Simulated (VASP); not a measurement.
# AlInSb2 (P-4m2) in VASP: a series of runs

AlInSb2 is run at these levels: LDA; tasks: single point.

Everything below comes from runs of VASP 6.6.1. Logs are shortened: lines on timing, memory, paths and dates and some standing lists are left out, and cuts for length are marked.

**1. The cell of the first run**

Symmetry: P-4m2, No. 115, tetragonal system. The conventional cell has a = 4.380 Å, b = 4.380 Å, c = 6.433 Å, α = 90.00°, β = 90.00°, γ = 90.00°. Al (site symmetry -4m2) has 4 Sb at 2.66 Å within 3.5 Å. Within 3.7 Å of In (site symmetry -4m2) lie 4 Sb at 2.78 Å. Within 3.5 Å of Sb (site symmetry 2mm) lie 2 Al at 2.66 Å and 2 In at 2.78 Å.

**2. Single point, LDA**

INCAR reads:

```
SYSTEM = AlInSb2
ALGO     = Normal         ! electronic algorithm
EDIFF    = 1E-6           ! SCF threshold, eV
ENCUT    = 520            ! plane-wave cutoff, eV
ISIF     = 2              ! what is computed and relaxed
ISMEAR   = 0              ! smearing method
LASPH    = .TRUE.         ! aspherical terms in the spheres
LCHARG   = .FALSE.        ! write CHGCAR
LREAL    = .FALSE.        ! projectors in reciprocal space
LWAVE    = .FALSE.        ! write WAVECAR
NBANDS   = 21             ! bands
NELM     = 60             ! most SCF steps
PREC     = Accurate       ! precision mode
SIGMA    = 0.05           ! smearing width, eV
```

KPOINTS reads:

```
k-points
0
G
  8 8 6
  0 0 0
```

POSCAR reads:

```
AlInSb2
1.0
    4.3799855185      0.0000000000      0.0000000000
    0.0000000000      4.3799855185      0.0000000000
    0.0000000000      0.0000000000      6.4333227296
Al In Sb
1 1 2
Direct
    0.0000000000      0.0000000000      0.0000000000
    0.5000000000      0.5000000000      0.5000000000
    0.0000000000      0.5000000000      0.2339661693
    0.5000000000      0.0000000000      0.7660338307
```

Potentials or basis: VASP PAW LDA potentials, release 64 (Al, In_d, Sb).

Run with:

```
$ cat potpaw_LDA.64/Al/POTCAR potpaw_LDA.64/In_d/POTCAR potpaw_LDA.64/Sb/POTCAR > POTCAR
$ mpirun -np 1 vasp_std > vasp.out
```

OUTCAR:

```text
SYSTEM = AlInSb2
   EDIFF = 1E-6
   ENCUT = 520
   ISIF = 2
   ISMEAR = 0
   LASPH = .TRUE.
   LREAL = .FALSE.
   NELM = 60
   PREC = Accurate

 ion  position               nearest neighbor table
   1  0.000  0.000  0.000-   3 2.66   4 2.66   3 2.66   4 2.66
   2  0.500  0.500  0.500-   3 2.78   4 2.78   4 2.78   3 2.78
   3  0.000  0.500  0.234-   1 2.66   1 2.66   2 2.78   2 2.78
   4  0.500  0.000  0.766-   1 2.66   1 2.66   2 2.78   2 2.78

  LATTYP: Found a simple tetragonal cell.
 ALAT       =     4.3799855185
 C/A-ratio  =     1.4688000000

  Lattice vectors:

 A1 = (   4.3799855185,   0.0000000000,   0.0000000000)
 A2 = (   0.0000000000,   4.3799855185,   0.0000000000)
 A3 = (   0.0000000000,   0.0000000000,   6.4333227296)

Analysis of symmetry for initial positions (statically):
=====================================================================
 Subroutine PRICEL returns:
 Original cell was already a primitive cell.

 Routine SETGRP: Setting up the symmetry group for a
 simple tetragonal supercell.

 Subroutine GETGRP returns: Found  8 space group operations
 (whereof  8 operations were pure point group operations)
 out of a pool of 16 trial point group operations.

The static configuration has the point symmetry D_2d.

Analysis of symmetry for dynamics (positions and initial velocities):
=====================================================================
 Subroutine PRICEL returns:
 Original cell was already a primitive cell.

 Routine SETGRP: Setting up the symmetry group for a
 simple tetragonal supercell.

 Subroutine GETGRP returns: Found  8 space group operations
 (whereof  8 operations were pure point group operations)
 out of a pool of 16 trial point group operations.

The dynamic configuration has the point symmetry D_2d.

 Subroutine INISYM returns: Found  8 space group operations
 (whereof  8 operations are pure point group operations),
 and found     1 'primitive' translations

----------------------------------------------------------------------------------------

                                     Primitive cell

  volume of cell :     123.4186

  direct lattice vectors                    reciprocal lattice vectors
     4.379985518  0.000000000  0.000000000     0.228311257  0.000000000  0.000000000
     0.000000000  4.379985518  0.000000000     0.000000000  0.228311257  0.000000000
     0.000000000  0.000000000  6.433322730     0.000000000  0.000000000  0.155440671

  length of vectors
     4.379985518  4.379985518  6.433322730     0.228311257  0.228311257  0.155440671

  position of ions in fractional coordinates (direct lattice)
     0.000000000  0.000000000  0.000000000
     0.500000000  0.500000000  0.500000000
     0.000000000  0.500000000  0.233966169
     0.500000000  0.000000000  0.766033831

  ion indices of the primitive-cell ions
   primitive index   ion index
                 1           1
                 2           2
                 3           3
                 4           4

----------------------------------------------------------------------------------------

 KPOINTS: k-points

Automatic generation of k-mesh.
 Grid dimensions read from file:
 generate k-points for:    8    8    6

 Generating k-lattice:

  Cartesian coordinates                     Fractional coordinates (reciprocal lattice)
     0.028538907  0.000000000  0.000000000     0.125000000  0.000000000  0.000000000
     0.000000000  0.028538907  0.000000000     0.000000000  0.125000000  0.000000000
     0.000000000  0.000000000  0.025906778     0.000000000  0.000000000  0.166666667

  Length of vectors
     0.028538907  0.028538907  0.025906778

  Shift w.r.t. Gamma in fractional coordinates (k-lattice)
     0.000000000  0.000000000  0.000000000

 Subroutine IBZKPT returns following result:
 ===========================================

 Found     60 irreducible k-points:

 Following reciprocal coordinates:
            Coordinates               Weight
  0.000000  0.000000  0.000000      1.000000
  0.125000  0.000000  0.000000      4.000000
  0.250000  0.000000  0.000000      4.000000
  0.375000  0.000000  0.000000      4.000000
  0.500000  0.000000  0.000000      2.000000
  0.125000  0.125000  0.000000      4.000000
[... 16 lines left out ...]
  0.375000  0.125000  0.166667     16.000000
  0.500000  0.125000  0.166667      8.000000
 [... further k-points ...]
   k-points           NKPTS =     60   k-points in BZ     NKDIM =     60   number of bands    NBANDS=     21
   number of dos      NEDOS =    301   number of ions     NIONS =      4
   total plane-waves  NPLWV =  62208
   dimension x,y,z NGX =    36 NGY =   36 NGZ =   48
   dimension x,y,z NGXF=    72 NGYF=   72 NGZF=   96
   ions per type =               1   1   2
   NGX,Y,Z   is equivalent  to a cutoff of  13.66, 13.66, 12.40 a.u.
   NGXF,Y,Z  is equivalent  to a cutoff of  27.33, 27.33, 24.81 a.u.
 SYSTEM =  AlInSb2
   PREC   = accura    normal or accurate (medium, high low for compatibility)
   ISTART =      0    job   : 0-new  1-cont  2-samecut
   ICHARG =      2    charge: 1-file 2-atom 10-const
   ISPIN  =      1    spin polarized calculation?
   LNONCOLLINEAR =      F non collinear calculations
   LSORBIT =      F    spin-orbit coupling
   LASPH  =      T    aspherical Exc in radial PAW
   ENCUT  =  520.0 eV  38.22 Ry    6.18 a.u.   8.14  8.14 11.96*2*pi/ulx,y,z
   NELM   =     60;   NELMIN=  2; NELMDL= -5     # of ELM steps
   EDIFF  = 0.1E-05   stopping-criterion for ELM
   LREAL  =      F    real-space projection
   EDIFFG = 0.1E-04   stopping-criterion for IOM
   NSW    =      0    number of steps for IOM
   IBRION =     -1    ionic relax: 0-MD 1-quasi-New 2-CG
   NFREE  =      0    steps in history (QN), initial steepest desc. (CG)
   ISIF   =      2    stress and relaxation
   ISYM   =      2    0-nonsym 1-usesym 2-fastsym
   POTIM  = 0.5000    time-step for ionic-motion
   TEBEG  =    0.0;   TEEND  =   0.0 temperature during run
   PSTRESS=    0.0 pullay stress
   NELECT =      26.0000    total number of electrons
   NUPDOWN=      -1.0000    fix difference up-down
   EMIN   =  10.00;   EMAX   =-10.00  energy-range for DOS
   EFERMI =   0.00;   METHOD = LEGACY
   ISMEAR =     0;   SIGMA  =   0.05  broadening in eV -4-tet -1-fermi 0-gaus
   EFERMI_NEDOS =   21; number of points for ismear=-14 and -15
   IALGO  =     38    algorithm
   IMIX   =      4    mixing-type and parameters
     AMIX     =   0.40;   BMIX     =  1.00
     AMIX_MAG =   1.60;   BMIX_MAG =  1.00
  volume/ion in A,a.u.               =      30.85       208.22
  Fermi-wavevector in a.u.,A,eV,Ry     =   0.974105  1.840791 12.910300  0.948880
  Thomas-Fermi vector in A             =   2.104538
   LORBIT       =      0    0 simple, 1 ext, 2 COOP (PROOUT), +10 PAW based schemes
   GGA     = CA    functional components
   LHFCALC =     F    Hartree Fock is set to
   AEXX    =    0.0000 exact exchange contribution
   IVDW    =     0    specifies the selected vdW correction
   LEPSILON=     F    determine dielectric tensor
   LRPA    =     F    only Hartree local field effects (RPA)
 non-spin polarized calculation
 Gauss-broadening in eV      SIGMA  =   0.05
  energy-cutoff  :      520.00
  volume of cell :      123.42
 maximum number of plane-waves:      3368
 NGX is ok and might be reduce to    36
   NGX = 17   NGY = 17   NGZ = 23

 number of electron      25.9999993 magnetization

 Free energy of the ion-electron system (eV)
  ---------------------------------------------------
  ext. energy  EPLUGINS =         0.00000000
  ---------------------------------------------------
  free energy    TOTEN  =       -17.45851031 eV

  energy without entropy =      -17.45851031  energy(sigma->0) =      -17.45851031

 E-fermi :   5.3150     XC(G=0):  -9.0253

 val. band max:        5.0621275088   @ k =   0.0000   0.0000   0.0000
 cond. band min:       5.5726241245   @ k =   0.0000   0.0000   0.0000
 fundamental gap:      0.5104966158
 Fermi energy:         5.3150254708

 k-point     1 :       0.0000    0.0000    0.0000
  band No.  band energies     occupation
      1      -9.5449      2.00000
      2      -9.4705      2.00000
      3      -9.4705      2.00000
      4      -9.4119      2.00000
      5      -9.4013      2.00000
      6      -5.9017      2.00000
[... 13 lines left out ...]
     20      10.9007      0.00000
     21      12.6634      0.00000

 k-point     2 :       0.1250    0.0000    0.0000
  band No.  band energies     occupation
      1      -9.5411      2.00000
      2      -9.4764      2.00000
      3      -9.4701      2.00000
      4      -9.4106      2.00000
      5      -9.4029      2.00000
      6      -5.8017      2.00000
[... 13 lines left out ...]
     20      11.4554      0.00000
     21      12.0335      0.00000

 k-point     3 :       0.2500    0.0000    0.0000
  band No.  band energies     occupation
      1      -9.5337      2.00000
      2      -9.4890      2.00000
      3      -9.4693      2.00000
      4      -9.4072      2.00000
      5      -9.4068      2.00000
      6      -5.5126      2.00000
[... 13 lines left out ...]
     20      11.1685      0.00000
     21      11.5240      0.00000

 k-point     4 :       0.3750    0.0000    0.0000
  band No.  band energies     occupation
      1      -9.5315      2.00000
      2      -9.4965      2.00000
      3      -9.4684      2.00000
      4      -9.4107      2.00000
      5      -9.4032      2.00000
      6      -5.0733      2.00000
[... 13 lines left out ...]
     20      10.3917      0.00000
     21      10.7145      0.00000

 k-point     5 :       0.5000    0.0000    0.0000
  band No.  band energies     occupation
      1      -9.5330      2.00000
      2      -9.4973      2.00000
      3      -9.4681      2.00000
      4      -9.4123      2.00000
      5      -9.4013      2.00000
      6      -4.6177      2.00000
[... 13 lines left out ...]
     20       9.8771      0.00000
     21      10.0230      0.00000

 k-point     6 :       0.1250    0.1250    0.0000
  band No.  band energies     occupation
      1      -9.5375      2.00000
      2      -9.4797      2.00000
      3      -9.4717      2.00000
      4      -9.4095      2.00000
      5      -9.4046      2.00000
      6      -5.7022      2.00000
[... 13 lines left out ...]
     20      11.2719      0.00000
     21      11.6613      0.00000

 k-point     7 :       0.2500    0.1250    0.0000
  band No.  band energies     occupation
      1      -9.5310      2.00000
      2      -9.4911      2.00000
      3      -9.4702      2.00000
      4      -9.4087      2.00000
      5      -9.4063      2.00000
      6      -5.4149      2.00000
[... 13 lines left out ...]
     20      10.4104      0.00000
     21      10.7808      0.00000
[... 291 lines left out ...]
      1      -9.5336      2.00000
      2      -9.4974      2.00000
      3      -9.4681      2.00000
      4      -9.4123      2.00000
      5      -9.4011      2.00000
      6      -4.5988      2.00000
[... 13 lines left out ...]
     20      10.7710      0.00000
     21      11.0360      0.00000

 k-point    21 :       0.1250    0.1250    0.1667
  band No.  band energies     occupation
      1      -9.5380      2.00000
      2      -9.4798      2.00000
      3      -9.4718      2.00000
      4      -9.4091      2.00000
      5      -9.4046      2.00000
      6      -5.6222      2.00000
[... 13 lines left out ...]
     20      10.6932      0.00000
     21      11.5236      0.00000

 k-point    22 :       0.2500    0.1250    0.1667
  band No.  band energies     occupation
      1      -9.5316      2.00000
      2      -9.4912      2.00000
      3      -9.4703      2.00000
      4      -9.4087      2.00000
      5      -9.4060      2.00000
      6      -5.3413      2.00000
[... 13 lines left out ...]
     20       9.9039      0.00000
     21      11.3129      0.00000

 k-point    23 :       0.3750    0.1250    0.1667
  band No.  band energies     occupation
      1      -9.5307      2.00000
      2      -9.4984      2.00000
      3      -9.4675      2.00000
      4      -9.4127      2.00000
      5      -9.4023      2.00000
      6      -4.9222      2.00000
[... 13 lines left out ...]
     20      10.3593      0.00000
     21      11.1108      0.00000

 k-point    24 :       0.5000    0.1250    0.1667
  band No.  band energies     occupation
      1      -9.5328      2.00000
      2      -9.4993      2.00000
      3      -9.4663      2.00000
      4      -9.4144      2.00000
      5      -9.4006      2.00000
      6      -4.5102      2.00000
[... 13 lines left out ...]
     20      10.2763      0.00000
     21      10.3860      0.00000

 [... further k-points ...]

------------------------ aborting loop because EDIFF is reached ----------------------------------------

  FORCE on cell =-STRESS in cart. coord.  units (eV):
  Direction    XX          YY          ZZ          XY          YZ          ZX
  --------------------------------------------------------------------------------------
  -------------------------------------------------------------------------------------
  Total        0.5316609      0.5316609     -0.6024782      0.0000000      0.0000000     -0.0000000
  in kB        6.9018357      6.9018357     -7.8211615      0.0000000      0.0000000     -0.0000000
  external PRESSURE =       1.9941700 kB  Pullay stress =       0.0000000 kB

 VOLUME and BASIS-vectors are now :
 -----------------------------------------------------------------------------
  energy-cutoff  :      520.00
  volume of cell :      123.42
      direct lattice vectors                 reciprocal lattice vectors
     4.379985518  0.000000000  0.000000000     0.228311257  0.000000000  0.000000000
     0.000000000  4.379985518  0.000000000     0.000000000  0.228311257  0.000000000
     0.000000000  0.000000000  6.433322730     0.000000000  0.000000000  0.155440671

 POSITION                                       TOTAL-FORCE (eV/Angst)
 -----------------------------------------------------------------------------------
      0.00000      0.00000      0.00000         0.000000      0.000000     -0.000000
      2.18999      2.18999      3.21666        -0.000000      0.000000     -0.000000
      0.00000      2.18999      1.50518         0.000000      0.000000      0.054146
      2.18999      0.00000      4.92814         0.000000     -0.000000     -0.054146
 -----------------------------------------------------------------------------------
    total drift:                                0.000000      0.000000      0.000000

  FREE ENERGIE OF THE ION-ELECTRON SYSTEM (eV)
  ---------------------------------------------------
  free  energy   TOTEN  =       -17.4585103096 eV

  energy  without entropy=      -17.4585103096  energy(sigma->0) =      -17.45851031
```

It took 3.1 min on 1 thread of Intel Xeon 8259CL, shared host; peak memory 0.31 GiB.

Results:

| Property | Result |
| --- | --- |
| Free energy | -17.4585 eV |
| Pressure | 0.2 GPa |
| Largest force | 0.054 eV/Å |
| Band gap on the k mesh | 0.51 eV |

Forces in eV/Å, atoms in the order of the input:
```
Al   0.000  0.000  0.000
In   0.000  0.000  0.000
Sb   0.000  0.000  0.054
Sb   0.000  0.000 -0.054
```

Caveat: spin-orbit coupling is left out, which moves the levels of the heavy elements.

**3. Single point, LDA**

INCAR reads:

```
SYSTEM = AlInSb2
ALGO = Normal
EDIFF = 1E-7
ENCUT = 520
ISIF = 2
ISMEAR = 0
LASPH = .TRUE.
LCHARG = .FALSE.
LREAL = .FALSE.
LWAVE = .FALSE.
NBANDS = 21
NELM = 60
PREC = Accurate
SIGMA = 0.05
```

KPOINTS is that of step 2.

POSCAR: that of step 2 with these lines changed.

```diff
@@ -10,3 +10,3 @@
     0.5000000000      0.5000000000      0.5000000000
-    0.0000000000      0.5000000000      0.2339661693
-    0.5000000000      0.0000000000      0.7660338307
+    0.0000000000      0.5000000000      0.2738552522
+    0.5000000000      0.0000000000      0.7261447478
```

Potentials or basis: VASP PAW LDA potentials, release 64 (Al, In_d, Sb).

Run with:

```
$ cat potpaw_LDA.64/Al/POTCAR potpaw_LDA.64/In_d/POTCAR potpaw_LDA.64/Sb/POTCAR > POTCAR
$ mpirun -np 1 vasp_std > vasp.out
```

It took 3 min on 1 thread of Intel Xeon 8259CL, shared host; peak memory 0.31 GiB.

Results (log left out):

| Quantity | Value |
| --- | --- |
| Free energy | -16.8016 eV |
| Pressure | 2.2 GPa |
| Largest force | 2.634 eV/Å |
| Band gap on the k mesh | 0.41 eV |

Forces on the atoms (eV/Å):
```
Al   0.000  0.000  0.000
In   0.000  0.000  0.000
Sb   0.000  0.000 -2.634
Sb   0.000  0.000  2.634
```

Stress tensor (GPa, compression positive):
```
3.21 0.00 0.00
0.00 3.21 0.00
0.00 0.00 0.26
```

Levels at points of the mesh, in eV from the valence-band top:
| k point | band 10 | band 11 | band 12 | band 13 | band 14 | band 15 | band 16 | band 17 |
| --- | --- | --- | --- | --- | --- | --- | --- | --- |
| (0.00, 0.00, 0.00) | -2.41 | -0.26 | 0.00 | 0.00 | 0.41 | 1.20 | 1.34 | 2.80 |
| (0.50, 0.00, 0.00) | -3.43 | -2.76 | -1.33 | -0.82 | 2.12 | 2.38 | 3.73 | 4.10 |
| (0.50, 0.50, 0.00) | -2.68 | -2.54 | -2.54 | -2.34 | 0.58 | 0.97 | 0.97 | 1.54 |
| (0.00, 0.00, 0.50) | -1.97 | -1.97 | -1.05 | -1.05 | 1.48 | 1.60 | 2.41 | 2.83 |
| (0.50, 0.00, 0.50) | -1.32 | -1.27 | -1.12 | -0.78 | 0.53 | 0.77 | 3.40 | 3.47 |
| (0.50, 0.50, 0.50) | -3.22 | -3.19 | -2.99 | -2.99 | 2.93 | 3.32 | 3.32 | 4.18 |

Caveat: spin-orbit coupling is left out, which moves the levels of the heavy elements; forces of over 1 eV/Å act on the atoms, so gaps and moduli don't describe the material at rest. A k mesh can miss the band edges.
